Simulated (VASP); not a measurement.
Wanted: the native input for a VASP 6.6.1 run.

```
Task                   : single point
Functional             : r2SCAN
Potentials or basis    : VASP PAW PBE potentials, release 64 (Ba_sv, O)
Cutoff                 : 660 eV
k mesh                 : 8 × 8 × 8
Occupations            : gaussian, width 0.05 eV
Spin                   : no spin polarisation
Dipole correction      : no
Further INCAR settings : ALGO = Normal; EDIFF = 1e-06; NBANDS = 15
```

The system is BaO.

```xyz
2
Lattice="0.0000 2.7904 2.7904 2.7904 0.0000 2.7904 2.7904 2.7904 0.0000" Properties=species:S:1:pos:R:3 pbc="T T T"
Ba    2.7904    2.7904    2.7904
O     0.0000    0.0000    0.0000
```

This cell differs from its parent crystal: volume scaled by 1.020.

One way to write it, as run:

POSCAR

```
BaO
1.0
    0.0000000000      2.7903528076      2.7903528076
    2.7903528076      0.0000000000      2.7903528076
    2.7903528076      2.7903528076      0.0000000000
Ba O
1 1
Direct
    0.5000000000      0.5000000000      0.5000000000
    0.0000000000      0.0000000000      0.0000000000
```

INCAR.step1

```
  PREC = Accurate
  ENCUT = 660
  ISMEAR = 0
  SIGMA = 0.05
  LREAL = False
  LASPH = True
  NELM = 120
  NBANDS = 15
  GGA = PE
  ALGO = Normal
  EDIFF = 1E-5
  LWAVE = True
  LCHARG = False
  GGA_COMPAT = False
```

INCAR.step2

```
  PREC = Accurate
  ENCUT = 660
  EDIFF = 1E-6
  ISMEAR = 0
  SIGMA = 0.05
  LREAL = False
  LASPH = True
  NELM = 120
  ALGO = Normal
  ISIF = 2
  LWAVE = False
  LCHARG = True
  METAGGA = R2SCAN
  LMIXTAU = True
  LELF = True
  LVHAR = True
  NBANDS = 15
  ISTART = 1
  GGA_COMPAT = False
```

KPOINTS

```
regular mesh
0
Gamma
  8 8 8
```

Potentials or basis: VASP PAW PBE potentials, release 64 (Ba_sv, O).

Launch:

```bash
$ cat potpaw_PBE.64/Ba_sv/POTCAR potpaw_PBE.64/O/POTCAR > POTCAR
$ cp INCAR.step1 INCAR
$ mpirun -np 1 vasp_std > vasp.out
$ cp INCAR.step2 INCAR
$ mpirun -np 1 vasp_std > vasp.out
```

It gave:

The pressure is 0.0 GPa and the band gap on the k mesh is 2.38 eV, direct.

Caveat: the PAW data sets were made with another functional, which shifts forces and pressure a little; spin-orbit coupling is left out, which moves the levels of the heavy elements.

Wall time 61 s on 1 thread of Intel(R) Xeon(R) 6975P-C (Granite Rapids), with other jobs on the host, peak memory 0.22 GiB.
